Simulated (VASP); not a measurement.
# Ba (Fd-3m) in VASP: notebook, part 2 of 2

VASP 6.6.1. Earlier steps stand in the parts before.

## Step 3: Single point, PBE (volume scaled by 0.5)

INCAR

```
  PREC = Accurate
  ENCUT = 520
  EDIFF = 1E-6
  ISMEAR = -1
  SIGMA = 0.05
  LREAL = False
  LASPH = True
  NELM = 80
  ALGO = Normal
  ISIF = 2
  LWAVE = False
  LCHARG = True
  GGA = PE
  LELF = True
  LVHAR = True
  NBANDS = 17
```

KPOINTS

```
regular mesh
0
Gamma
  9 9 9
```

POSCAR

```
Ba
1.0
    0.0000000000      3.0470843684      3.0470843684
    3.0470843684      0.0000000000      3.0470843684
    3.0470843684      3.0470843684      0.0000000000
Ba
2
Direct
   -0.1250000000     -0.1250000000     -0.1250000000
    0.1250000000      0.1250000000      0.1250000000
```

Potentials or basis: VASP PAW PBE potentials, release 64 (Ba_sv).

Command:

```
> cat potpaw_PBE.64/Ba_sv/POTCAR > POTCAR
> mpirun -np 1 vasp_std > vasp.out
```

Wall time 28 s (1 thread of AMD EPYC 7R43 (Zen 3), shared host); peak memory 0.15 GiB.

Results (log left out):

| Quantity | Value |
| --- | --- |
| Free energy | 3.2895 eV |
| Pressure | 59.3 GPa |
| Band gap on the k mesh | zero (band 10 reaches 5.12 eV, above the bottom of band 11 at 4.18 eV) |

Levels at points of the mesh, in eV from the Fermi level:
| k point | band 8 | band 9 | band 10 | band 11 | band 12 | band 13 |
| --- | --- | --- | --- | --- | --- | --- |
| (0.00, 0.00, 0.00) | -12.09 | -1.46 | -0.17 | -0.17 | 2.94 | 2.94 |

Caveat: spin-orbit coupling is left out, which moves the levels of the heavy elements.

## Step 4: Single point, PBE (volume scaled by 0.5)

INCAR

```
SYSTEM = Ba
PREC     = Accurate       ! precision mode
ENCUT    = 520            ! plane-wave cutoff, eV
EDIFF    = 1E-6           ! SCF threshold, eV
ISMEAR   = -1             ! smearing method
SIGMA    = 0.05           ! smearing width, eV
LREAL    = .FALSE.        ! projectors in reciprocal space
LASPH    = .TRUE.         ! aspherical terms in the spheres
NELM     = 80             ! most SCF steps
ALGO     = Normal         ! electronic algorithm
ISIF     = 2              ! what is computed and relaxed
LWAVE    = .FALSE.        ! write WAVECAR
LCHARG   = .FALSE.        ! write CHGCAR
GGA      = PE             ! functional
NBANDS   = 17             ! bands
```

KPOINTS

```
Automatic mesh
0
G
  9 9 9
  0 0 0
```

POSCAR is that of step 3.

Command:

```
> cat potpaw_PBE.64/Ba_sv/POTCAR > POTCAR
> mpirun -np 1 vasp_std > vasp.out
```

Wall time 26 s (1 thread of AMD EPYC 7R43 (Zen 3), shared host); peak memory 0.15 GiB.

It converged, with:

- Free energy: 3.2895 eV
- Pressure: 59.3 GPa
- Band gap on the k mesh: zero (band 10 reaches 5.12 eV, above the bottom of band 11 at 4.18 eV)

Levels at points of the mesh, in eV from the Fermi level:
| k point | band 8 | band 9 | band 10 | band 11 | band 12 | band 13 |
| --- | --- | --- | --- | --- | --- | --- |
| (0.00, 0.00, 0.00) | -12.09 | -1.46 | -0.17 | -0.17 | 2.94 | 2.94 |

Caveat: spin-orbit coupling is left out, which moves the levels of the heavy elements.

## Step 5: Single point, PBE (volume scaled by 0.6)

INCAR

```
PREC = Accurate
ENCUT = 520
EDIFF = 1E-6
ISMEAR = -1
SIGMA = 0.05
LREAL = F
LASPH = T
NELM = 100
ALGO = Normal
ISIF = 2
LWAVE = F
LCHARG = F
GGA = PE
NBANDS = 17
```

KPOINTS

```
Automatic mesh
0
Gamma
  9 9 9
```

POSCAR

```
Ba
1.0
    0.0000000000      3.2380103151      3.2380103151
    3.2380103151      0.0000000000      3.2380103151
    3.2380103151      3.2380103151      0.0000000000
Ba
2
Direct
   -0.1250000000     -0.1250000000     -0.1250000000
    0.1250000000      0.1250000000      0.1250000000
```

Potentials or basis: VASP PAW PBE potentials, release 64 (Ba_sv).

Command:

```
> cat potpaw_PBE.64/Ba_sv/POTCAR > POTCAR
> mpirun -np 1 vasp_std > vasp.out
```

OUTCAR:

```text
PREC = Accurate
   ENCUT = 520
   EDIFF = 1E-6
   ISMEAR = -1
   LREAL = F
   LASPH = T
   NELM = 100
   ISIF = 2
   GGA = PE

 ion  position               nearest neighbor table
   1  0.875  0.875  0.875-   2 2.80   2 2.80   2 2.80   2 2.80
   2  0.125  0.125  0.125-   1 2.80   1 2.80   1 2.80   1 2.80

  LATTYP: Found a face centered cubic cell.
 ALAT       =     6.4760206302

  Lattice vectors:

[... 190 lines left out ...]
      2     -23.1533      2.00000
      3     -11.6156      2.00000
      4     -11.6156      2.00000
      5     -11.6156      2.00000
      6      -8.7870      2.00000
[... 457 lines left out ...]
      4     -12.4291      2.00000
      5     -10.2057      2.00000
      6      -9.7874      2.00000
[... 9 lines left out ...]
     16       9.7319      0.00000
     17      10.8293      0.00000

 [... further k-points ...]
[... 5 lines left out ...]
  --------------------------------------------------------------------------------------
  -------------------------------------------------------------------------------------
  Total       11.4593268     11.4593268     11.4593268     -0.0000000      0.0000000      0.0000000
  in kB      270.3989553    270.3989553    270.3989553     -0.0000000      0.0000000      0.0000000
  external PRESSURE =     270.3989553 kB  Pullay stress =       0.0000000 kB

 VOLUME and BASIS-vectors are now :
 -----------------------------------------------------------------------------
  energy-cutoff  :      520.00
  volume of cell :       67.90
      direct lattice vectors                 reciprocal lattice vectors
     0.000000000  3.238010315  3.238010315    -0.154415814  0.154415814  0.154415814
     3.238010315  0.000000000  3.238010315     0.154415814 -0.154415814  0.154415814
     3.238010315  3.238010315  0.000000000     0.154415814  0.154415814 -0.154415814

 POSITION                                       TOTAL-FORCE (eV/Angst)
 -----------------------------------------------------------------------------------
      5.66652      5.66652      5.66652         0.000000     -0.000000     -0.000000
      0.80950      0.80950      0.80950        -0.000000      0.000000      0.000000
 -----------------------------------------------------------------------------------
    total drift:                               -0.000000      0.000000      0.000000

  FREE ENERGIE OF THE ION-ELECTRON SYSTEM (eV)
  ---------------------------------------------------
  free  energy   TOTEN  =         0.3966283923 eV

  energy  without entropy=        0.4080907967  energy(sigma->0) =        0.40235959
```

stdout:

```text
POSCAR found type information on POSCAR Ba
 POSCAR found :  1 types and       2 ions
 scaLAPACK will be used
 LDA part: xc-table for (Slater+PW92), standard interpolation
 POSCAR, INCAR and KPOINTS ok, starting setup
 FFT: planning ... GRIDC
 FFT: planning ... GRID_SOFT
 FFT: planning ... GRID
 WAVECAR not read
 entering main loop
```

Wall time 43 s (1 thread of AMD EPYC 7R43 (Zen 3), shared host); peak memory 0.18 GiB.

What came out:

```yaml
Free_energy: 0.3966 eV
Pressure: 27.0 GPa
Band_gap_on_the_k_mesh: zero (band 10 reaches 3.97 eV, above the bottom of band 11 at 3.43 eV)
```

Levels at points of the mesh, in eV from the Fermi level:
| k point | band 6 | band 7 | band 8 | band 9 | band 10 | band 11 | band 12 | band 13 | band 14 | band 15 |
| --- | --- | --- | --- | --- | --- | --- | --- | --- | --- | --- |
| (0.00, 0.00, 0.00) | -12.45 | -12.45 | -12.45 | -1.61 | 0.01 | 0.01 | 2.51 | 2.51 | 2.51 | 6.13 |

Caveat: spin-orbit coupling is left out, which moves the levels of the heavy elements.

## Step 6: Single point, PBE (volume scaled by 0.7)

INCAR

```
SYSTEM = Ba
PREC = Accurate
ENCUT = 520
EDIFF = 1E-7
ISMEAR = -1
SIGMA = 0.05
LREAL = .False.
LASPH = .True.
NELM = 100
ALGO = Normal
ISIF = 2
LWAVE = .False.
LCHARG = .False.
GGA = PE
NBANDS = 17
```

KPOINTS

```
Automatic mesh
0
Gamma
  9 9 9
  0 0 0
```

POSCAR

```
Ba
1.0
    0.0000000000      3.4087395885      3.4087395885
    3.4087395885      0.0000000000      3.4087395885
    3.4087395885      3.4087395885      0.0000000000
Ba
2
Direct
   -0.1250000000     -0.1250000000     -0.1250000000
    0.1250000000      0.1250000000      0.1250000000
```

Potentials or basis: VASP PAW PBE potentials, release 64 (Ba_sv).

Command:

```
> cat potpaw_PBE.64/Ba_sv/POTCAR > POTCAR
> mpirun -np 1 vasp_std > vasp.out
```

Wall time 50 s (1 thread of AMD EPYC 7R43 (Zen 3), shared host); peak memory 0.18 GiB.

It converged, with:

| Quantity | Value |
| --- | --- |
| Free energy | -0.9305 eV |
| Pressure | 12.3 GPa |
| Band gap on the k mesh | zero (band 10 reaches 3.25 eV, above the bottom of band 11 at 2.86 eV) |

Levels at points of the mesh, in eV from the Fermi level:
```csv
k point,band 6,band 7,band 8,band 9,band 10,band 11,band 12,band 13,band 14,band 15
"(0.00, 0.00, 0.00)",-12.85,-12.85,-12.85,-1.78,0.09,0.09,2.11,2.11,2.11,4.87
```

Caveat: spin-orbit coupling is left out, which moves the levels of the heavy elements.

## Step 7: The runs side by side

```tsv
cell	smearing	gap on the mesh (eV)	pressure (GPa)
a = 4.000 Å, angles 60.0°, 2 atoms	methfessel-paxton 0.005 eV	none	136.6
a = 4.309 Å, angles 60.0°, 2 atoms	fermi-dirac 0.05 eV	none	59.3
a = 4.579 Å, angles 60.0°, 2 atoms	fermi-dirac 0.05 eV	none	27.0
a = 4.821 Å, angles 60.0°, 2 atoms	fermi-dirac 0.05 eV	none	12.3
```

Alike in all rows: task single point; level PBE; potentials or basis VASP PAW PBE potentials, release 64 (Ba_sv); no spin polarisation; k mesh 9 × 9 × 9; cutoff (eV) 520.

Caveats: spin-orbit coupling is left out, which moves the levels of the heavy elements.

Absolute energies hang on the potentials; compare differences alone.
